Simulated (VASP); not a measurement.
# Ir in VASP: settings compared

Ir is run at these levels: SCAN, PBEsol, BLYP, HSE06; tasks: single point.

All numbers are computed with VASP 6.6.1; they aren't measurements. Logs are shortened: lines on timing, memory, paths and dates and some standing lists are left out, and cuts for length are marked.

### 1 The cell of the first run

It takes space group I4/mmm (No. 139, tetragonal). Conventional cell: a = 2.709 Å, b = 2.709 Å, c = 3.889 Å, α = 90.00°, β = 90.00°, γ = 90.00°. Within 3.6 Å of Ir (site symmetry 4/mmm) lie 12 Ir at 2.71 to 2.73 Å.

### 2 Single point, SCAN (cell strained by +1.5% along z)

INCAR reads:

```
METAGGA  = SCAN           # meta-GGA
ISMEAR   = 1              # smearing method
SIGMA    = 0.05           # smearing width, eV
LWAVE    = F              # write WAVECAR
LCHARG   = F              # write CHGCAR
ISIF     = 2              # what is computed and relaxed
PREC     = Accurate       # precision mode
LASPH    = T              # aspherical terms in the spheres
LREAL    = F              # projectors in reciprocal space
ALGO     = Normal         # electronic algorithm
EDIFF    = 1E-7           # SCF threshold, eV
NELM     = 120            # most SCF steps
GGA_COMPAT= F            
ENCUT    = 600            # plane-wave cutoff, eV
LMIXTAU  = T            
NBANDS   = 23             # bands
ADDGRID  = F
```

KPOINTS reads:

```
Automatic mesh
0
Gamma
  19 19 19
  0 0 0
```

POSCAR reads:

```
Ir
1.0
    0.0000000000      1.9156000000      1.9443340000
    1.9156000000      0.0000000000      1.9443340000
    1.9156000000      1.9156000000      0.0000000000
Ir
1
Direct
    0.0000000000      0.0000000000      0.0000000000
```

Potentials or basis: VASP PAW PBE potentials, release 64 (Ir).

On the command line:

```console
cat potpaw_PBE.64/Ir/POTCAR > POTCAR
mpirun -np 1 vasp_std > vasp.out
```

OUTCAR:

```text
METAGGA = SCAN
   ISMEAR = 1
   ISIF = 2
   PREC = Accurate
   LASPH = T
   LREAL = F
   EDIFF = 1E-7
   NELM = 120
   ENCUT = 600

 ion  position               nearest neighbor table
   1  0.000  0.000  0.000-

  LATTYP: Found a body centered tetragonal cell.
 ALAT       =     2.7090675001
 C/A-ratio  =     1.4354267658

  Lattice vectors:

 A1 = (  -1.9156000000,   0.0000000000,   1.9443340000)
 A2 = (   1.9156000000,   0.0000000000,   1.9443340000)
 A3 = (   0.0000000000,   1.9156000000,  -1.9443340000)

Analysis of symmetry for initial positions (statically):
=====================================================================
 Subroutine PRICEL returns:
 Original cell was already a primitive cell.

 Routine SETGRP: Setting up the symmetry group for a
 body centered tetragonal supercell.

 Subroutine GETGRP returns: Found 16 space group operations
 (whereof 16 operations were pure point group operations)
 out of a pool of 16 trial point group operations.

The static configuration has the point symmetry D_4h.

Analysis of symmetry for dynamics (positions and initial velocities):
=====================================================================
 Subroutine PRICEL returns:
 Original cell was already a primitive cell.

 Routine SETGRP: Setting up the symmetry group for a
 body centered tetragonal supercell.

 Subroutine GETGRP returns: Found 16 space group operations
 (whereof 16 operations were pure point group operations)
 out of a pool of 16 trial point group operations.

The dynamic configuration has the point symmetry D_4h.

 Subroutine INISYM returns: Found 16 space group operations
 (whereof 16 operations are pure point group operations),
 and found     1 'primitive' translations

----------------------------------------------------------------------------------------

                                     Primitive cell

  volume of cell :      14.2696

  direct lattice vectors                    reciprocal lattice vectors
     0.000000000  1.915600000  1.944334000    -0.261014826  0.261014826  0.257157464
     1.915600000  0.000000000  1.944334000     0.261014826 -0.261014826  0.257157464
     1.915600000  1.915600000  0.000000000     0.261014826  0.261014826 -0.257157464

  length of vectors
     2.729461131  2.729461131  2.709067500     0.449874915  0.449874915  0.449874915

  position of ions in fractional coordinates (direct lattice)
     0.000000000  0.000000000  0.000000000

  ion indices of the primitive-cell ions
   primitive index   ion index
                 1           1

----------------------------------------------------------------------------------------

 KPOINTS: Automatic mesh

Automatic generation of k-mesh.
 Grid dimensions read from file:
 generate k-points for:   19   19   19

 Generating k-lattice:

  Cartesian coordinates                     Fractional coordinates (reciprocal lattice)
    -0.013737622  0.013737622  0.013534603     0.052631579 -0.000000000  0.000000000
     0.013737622 -0.013737622  0.013534603    -0.000000000  0.052631579  0.000000000
     0.013737622  0.013737622 -0.013534603     0.000000000  0.000000000  0.052631579

  Length of vectors
     0.023677627  0.023677627  0.023677627

  Shift w.r.t. Gamma in fractional coordinates (k-lattice)
     0.000000000  0.000000000  0.000000000

 Subroutine IBZKPT returns following result:
 ===========================================

 Found    550 irreducible k-points:

 Following reciprocal coordinates:
            Coordinates               Weight
  0.000000  0.000000  0.000000      1.000000
  0.052632 -0.000000  0.000000      8.000000
  0.105263 -0.000000  0.000000      8.000000
  0.157895 -0.000000  0.000000      8.000000
  0.210526 -0.000000  0.000000      8.000000
  0.263158 -0.000000  0.000000      8.000000
[... 16 lines left out ...]
 -0.315789  0.052632  0.000000      8.000000
 -0.263158  0.052632  0.000000      8.000000
 [... further k-points ...]
   k-points           NKPTS =    550   k-points in BZ     NKDIM =    550   number of bands    NBANDS=     23
   number of dos      NEDOS =    301   number of ions     NIONS =      1
   total plane-waves  NPLWV =  13824
   dimension x,y,z NGX =    24 NGY =   24 NGZ =   24
   dimension x,y,z NGXF=    48 NGYF=   48 NGZF=   48
   ions per type =               1
   NGX,Y,Z   is equivalent  to a cutoff of  14.62, 14.62, 14.73 a.u.
   NGXF,Y,Z  is equivalent  to a cutoff of  29.24, 29.24, 29.46 a.u.
 SYSTEM =  unknown system
   PREC   = accura    normal or accurate (medium, high low for compatibility)
   ISTART =      0    job   : 0-new  1-cont  2-samecut
   ICHARG =      2    charge: 1-file 2-atom 10-const
   ISPIN  =      1    spin polarized calculation?
   LNONCOLLINEAR =      F non collinear calculations
   LSORBIT =      F    spin-orbit coupling
   LASPH  =      T    aspherical Exc in radial PAW
   ENCUT  =  600.0 eV  44.10 Ry    6.64 a.u.   5.45  5.45  5.41*2*pi/ulx,y,z
   NELM   =    120;   NELMIN=  2; NELMDL= -5     # of ELM steps
   EDIFF  = 0.1E-06   stopping-criterion for ELM
   LREAL  =      F    real-space projection
   EDIFFG = 0.1E-05   stopping-criterion for IOM
   NSW    =      0    number of steps for IOM
   IBRION =     -1    ionic relax: 0-MD 1-quasi-New 2-CG
   NFREE  =      0    steps in history (QN), initial steepest desc. (CG)
   ISIF   =      2    stress and relaxation
   ISYM   =      2    0-nonsym 1-usesym 2-fastsym
   POTIM  = 0.5000    time-step for ionic-motion
   TEBEG  =    0.0;   TEEND  =   0.0 temperature during run

   SCALEE = 1.0000    scale energy and forces
   PSTRESS=    0.0 pullay stress
   NELECT =       9.0000    total number of electrons
   NUPDOWN=      -1.0000    fix difference up-down
   EMIN   =  10.00;   EMAX   =-10.00  energy-range for DOS
   EFERMI =   0.00;   METHOD = LEGACY
   ISMEAR =     1;   SIGMA  =   0.05  broadening in eV -4-tet -1-fermi 0-gaus
   EFERMI_NEDOS =   21; number of points for ismear=-14 and -15
   IALGO  =     38    algorithm
   IMIX   =      4    mixing-type and parameters
     AMIX     =   0.40;   BMIX     =  1.00
     AMIX_MAG =   1.60;   BMIX_MAG =  1.00
  volume/ion in A,a.u.               =      14.27        96.30
  Fermi-wavevector in a.u.,A,eV,Ry     =   1.403952  2.653084 26.818176  1.971080
  Thomas-Fermi vector in A             =   2.526562
   LORBIT       =      0    0 simple, 1 ext, 2 COOP (PROOUT), +10 PAW based schemes
   METAGGA = SCAN    functional components
   LHFCALC =     F    Hartree Fock is set to
   AEXX    =    0.0000 exact exchange contribution
   IVDW    =     0    specifies the selected vdW correction
   LEPSILON=     F    determine dielectric tensor
   LRPA    =     F    only Hartree local field effects (RPA)

   CSHIFT  =0.1000    complex shift for real part using Kramers Kronig

   OMEGAMAX=  -1.0    maximum frequency
 non-spin polarized calculation
 Methfessel and Paxton  Order N= 1 SIGMA  =   0.05
  energy-cutoff  :      600.00
  volume of cell :       14.27
 maximum number of plane-waves:       503
 NGX is ok and might be reduce to    24
   NGX = 11   NGY = 11   NGZ = 11

 number of electron       9.0000000 magnetization

 Free energy of the ion-electron system (eV)
  ---------------------------------------------------
  ext. energy  EPLUGINS =         0.00000000
  ---------------------------------------------------
  free energy    TOTEN  =       -71.23305592 eV

  energy without entropy =      -71.23279356  energy(sigma->0) =      -71.23296846

 E-fermi :   9.8163     XC(G=0): -15.0670

 val. band max:        9.8140508841   @ k =  -0.3684   0.2105   0.0000
 cond. band min:       9.8164133444   @ k =  -0.1053   0.2105   0.1053
 fundamental gap:      0.0023624603
 Fermi energy:         9.8163086873

 k-point     1 :       0.0000    0.0000    0.0000
  band No.  band energies     occupation
      1      -2.3844      2.00000
      2       5.6186      2.00000
      3       5.8261      2.00000
      4       5.8261      2.00000
      5       8.4590      2.00000
      6       8.7362      2.00000
[... 8 lines left out ...]
     15      46.3145      0.00000
     16      46.3145      0.00000

 k-point     2 :       0.0526   -0.0000    0.0000
  band No.  band energies     occupation
      1      -2.2537      2.00000
      2       5.6158      2.00000
      3       5.8130      2.00000
      4       5.8829      2.00000
      5       8.4257      2.00000
      6       8.6960      2.00000
[... 8 lines left out ...]
     15      47.2122      0.00000
     16      47.2142      0.00000

 k-point     3 :       0.1053   -0.0000    0.0000
  band No.  band energies     occupation
      1      -1.8730      2.00000
      2       5.4784      2.00000
      3       5.9103      2.00000
      4       6.0356      2.00000
      5       8.3539      2.00000
      6       8.6017      2.00000
[... 8 lines left out ...]
     15      47.7616      0.00000
     16      47.7718      0.00000

 k-point     4 :       0.1579   -0.0000    0.0000
  band No.  band energies     occupation
      1      -1.2798      2.00000
      2       5.2594      2.00000
      3       6.0739      2.00000
      4       6.2237      2.00000
      5       8.3299      2.00000
      6       8.5338      2.00000
[... 8 lines left out ...]
     15      48.0862      0.00000
     16      48.1104      0.00000

 k-point     5 :       0.2105   -0.0000    0.0000
  band No.  band energies     occupation
      1      -0.5522      2.00000
      2       5.1113      2.00000
      3       6.1612      2.00000
      4       6.3412      2.00000
      5       8.4810      2.00000
      6       8.6185      2.00000
[... 8 lines left out ...]
     15      48.2624      0.00000
     16      48.3023      0.00000

 k-point     6 :       0.2632   -0.0000    0.0000
  band No.  band energies     occupation
      1       0.1697      2.00000
      2       5.2039      2.00000
      3       6.1052      2.00000
      4       6.3112      2.00000
      5       8.8733      2.00000
      6       8.9396      2.00000
[... 8 lines left out ...]
     15      48.3231      0.00000
     16      48.3787      0.00000
[... 267 lines left out ...]
 k-point    21 :      -0.4211    0.0526    0.0000
  band No.  band energies     occupation
      1       1.1903      2.00000
      2       5.5429      2.00000
      3       5.9059      2.00000
      4       7.8200      2.00000
      5      10.4164     -0.00000
      6      11.2859      0.00000
[... 8 lines left out ...]
     15      48.1590      0.00000
     16      49.2961      0.00000

 k-point    22 :      -0.3684    0.0526    0.0000
  band No.  band energies     occupation
      1       1.1401      2.00000
      2       5.6751      2.00000
      3       6.0156      2.00000
      4       6.8091      2.00000
      5       9.8885     -0.06013
      6      10.8005     -0.00000
[... 8 lines left out ...]
     15      48.6687      0.00000
     16      50.2628      0.00000

 k-point    23 :      -0.3158    0.0526    0.0000
  band No.  band energies     occupation
      1       0.9469      2.00000
      2       5.7267      2.00000
      3       5.9511      2.00000
      4       6.1785      2.00000
      5       9.2729      2.00000
      6      10.1821     -0.00000
[... 8 lines left out ...]
     15      48.9517      0.00000
     16      50.5028      0.00000

 k-point    24 :      -0.2632    0.0526    0.0000
  band No.  band energies     occupation
      1       0.4985      2.00000
      2       5.1790      2.00000
      3       6.0590      2.00000
      4       6.3478      2.00000
      5       8.6970      2.00000
      6       9.5476      2.00000
[... 8 lines left out ...]
     15      48.7493      0.00000
     16      49.1013      0.00000

 [... further k-points ...]

 [bands above 16 left out]

------------------------ aborting loop because EDIFF is reached ----------------------------------------

  FORCE on cell =-STRESS in cart. coord.  units (eV):
  Direction    XX          YY          ZZ          XY          YZ          ZX
  --------------------------------------------------------------------------------------
  -------------------------------------------------------------------------------------
  Total       -1.3575022     -1.3575022     -1.8771293      0.0000000      0.0000000     -0.0000000
  in kB     -152.4195235   -152.4195235   -210.7629388      0.0000000      0.0000000     -0.0000000
  external PRESSURE =    -171.8673286 kB  Pullay stress =       0.0000000 kB

 VOLUME and BASIS-vectors are now :
 -----------------------------------------------------------------------------
  energy-cutoff  :      600.00
  volume of cell :       14.27
      direct lattice vectors                 reciprocal lattice vectors
     0.000000000  1.915600000  1.944334000    -0.261014826  0.261014826  0.257157464
     1.915600000  0.000000000  1.944334000     0.261014826 -0.261014826  0.257157464
     1.915600000  1.915600000  0.000000000     0.261014826  0.261014826 -0.257157464

 POSITION                                       TOTAL-FORCE (eV/Angst)
 -----------------------------------------------------------------------------------
      0.00000      0.00000      0.00000        -0.000000      0.000000      0.000000
 -----------------------------------------------------------------------------------
    total drift:                               -0.000000      0.000000     -0.000000

  FREE ENERGIE OF THE ION-ELECTRON SYSTEM (eV)
  ---------------------------------------------------
  free  energy   TOTEN  =       -71.2330559174 eV

  energy  without entropy=      -71.2327935600  energy(sigma->0) =      -71.23296846
```

Wall time 8.4 min (1 thread of Intel Xeon 6975P-C (Granite Rapids), shared host); peak memory 0.31 GiB.

Results:

| Item | Value |
| --- | --- |
| Free energy | -71.2331 eV |
| Pressure | -17.2 GPa |
| Band gap on the k mesh | zero (an odd number of electrons rules out a gap without spin polarisation) |

Caveat: the cell differs from its parent crystal (cell strained by +1.5% along z); the cell stands under tension; the PAW data sets were made with another functional, which shifts forces and pressure a little; spin-orbit coupling is left out, which moves the levels of the heavy elements.

### 3 Single point, PBEsol, non-collinear spin, zero start, spin-orbit coupling

This run uses another cell than the first one, of 14.06 Å³/atom.

INCAR reads:

```
SYSTEM = Ir
ALGO = Normal
EDIFF = 1E-6
ENCUT = 520
GGA = PS
GGA_COMPAT = .False.
ISIF = 2
ISMEAR = -1
LASPH = .True.
LCHARG = .False.
LMAXMIX = 4
LNONCOLLINEAR = .True.
LORBIT = 11
LORBMOM = .True.
LREAL = .False.
LSORBIT = .True.
LWAVE = .False.
MAGMOM = 0 0 0
NBANDS = 20
NELM = 150
PREC = Accurate
SIGMA = 0.05
```

KPOINTS reads:

```
k-points
0
Gamma
  12 12 12
  0 0 0
```

POSCAR reads:

```
Ir
1.0
    0.0000000000      1.9156000000      1.9156000000
    1.9156000000      0.0000000000      1.9156000000
    1.9156000000      1.9156000000      0.0000000000
Ir
1
Direct
    0.0000000000      0.0000000000      0.0000000000
```

Potentials or basis: VASP PAW PBE potentials, release 64 (Ir).

On the command line:

```console
cat potpaw_PBE.64/Ir/POTCAR > POTCAR
mpirun -np 1 vasp_ncl > vasp.out
```

Run time: 44 s. Hardware: 1 thread of Intel Xeon 8259CL, shared host; peak memory 0.18 GiB.

Results (log left out):

```
Free energy                                           : -10.2266 eV
Pressure                                              : 1.3 GPa
Net moment                                            : 0.00 μB per cell
Valence electrons inside the program's atomic spheres : Ir 8.41
```

Moments on the atoms (μB; x, y, z):
```
Ir  0.00 0.00 0.00
```

Caveat: the PAW data sets were made with another functional, which shifts forces and pressure a little.

### 4 Single point, BLYP, collinear spin (15.18 Å³/atom)

This run uses another cell than the first one, of 15.18 Å³/atom.

INCAR reads:

```
PREC = Accurate
ENCUT = 520
EDIFF = 1E-6
ISMEAR = -1
SIGMA = 0.15
LREAL = F
LASPH = T
NELM = 150
ALGO = Fast
ISIF = 2
LWAVE = F
LCHARG = T
ISPIN = 2
MAGMOM = 1
LORBIT = 11
NUPDOWN = 1.0
LMAXMIX = 4
GGA = B5
ALDAX = 1.0
AGGAX = 1.0
AGGAC = 1.0
ALDAC = 0.0
LELF = T
LVHAR = T
NBANDS = 14
```

KPOINTS reads:

```
Automatic mesh
0
Gamma
  12 12 12
```

POSCAR reads:

```
Ir
1.0
    0.0000000000      1.9653779541      1.9653779541
    1.9653779541      0.0000000000      1.9653779541
    1.9653779541      1.9653779541      0.0000000000
Ir
1
Direct
    0.0000000000      0.0000000000      0.0000000000
```

On the command line:

```console
cat potpaw_PBE.64/Ir/POTCAR > POTCAR
mpirun -np 1 vasp_std > vasp.out
```

Run time: 48 s. Hardware: 1 thread of Intel Xeon 8259CL, shared host; peak memory 0.17 GiB.

The run converged. Its results:

| Quantity | Value |
| --- | --- |
| Free energy | -7.1990 eV |
| Pressure | 12.6 GPa |
| Net moment | 1.00 μB per cell |
| Site moments | Ir +0.98 μB |
| Valence electrons inside the program's atomic spheres | Ir 8.25 |

Caveat: the cell stands under pressure; the PAW data sets were made with another functional, which shifts forces and pressure a little; spin-orbit coupling is left out, which moves the levels of the heavy elements; the total moment is fixed, so each spin has its own Fermi level.

[end of part 1 of 2]
